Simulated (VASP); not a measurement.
CsRu, 4 atoms in the cell. The structure is cubic, space group Fd-3m (No. 227). Conventional cell: a = 8.057 Å, b = 8.057 Å, c = 8.057 Å, α = 90.00°, β = 90.00°, γ = 90.00°. Within 4.6 Å of Cs (site symmetry -43m) lie 10 Ru at 3.49 to 4.03 Å and 4 Cs at 3.49 Å. Within 4.6 Å of Ru (site symmetry -43m) lie 10 Cs at 3.49 to 4.03 Å and 4 Ru at 3.49 Å. 

- Program: VASP 6.6.1
- Task: relaxation of cell and atoms
- Functional: PBE
- Potentials or basis: VASP PAW PBE potentials, release 64 (Cs_sv, Ru_pv)
- Cutoff: 600 eV
- k mesh: 4 × 4 × 4
- Occupations: gaussian, width 0.1 eV
- Spin: no spin polarisation
- Dipole correction: no
- Further INCAR settings: ALGO = Normal; EDIFF = 1e-06; IBRION = 2; EDIFFG = -0.04; NSW = 90; ISIF = 3

Potentials or basis: VASP PAW PBE potentials, release 64 (Cs_sv, Ru_pv).

Run with:

```sh
$ cat potpaw_PBE.64/Cs_sv/POTCAR potpaw_PBE.64/Ru_pv/POTCAR > POTCAR
$ mpirun -np 1 vasp_std > vasp.out
```

Hardware: 1 thread of Intel(R) Xeon(R) 6975P-C (Granite Rapids), on a shared host.

How long does it take, and how much memory?

It took 55 s on 1 thread of Intel(R) Xeon(R) 6975P-C (Granite Rapids), with other jobs on the host, peak memory 0.34 GiB. Counts: scf iterations 34, k points 8, ion steps 3.
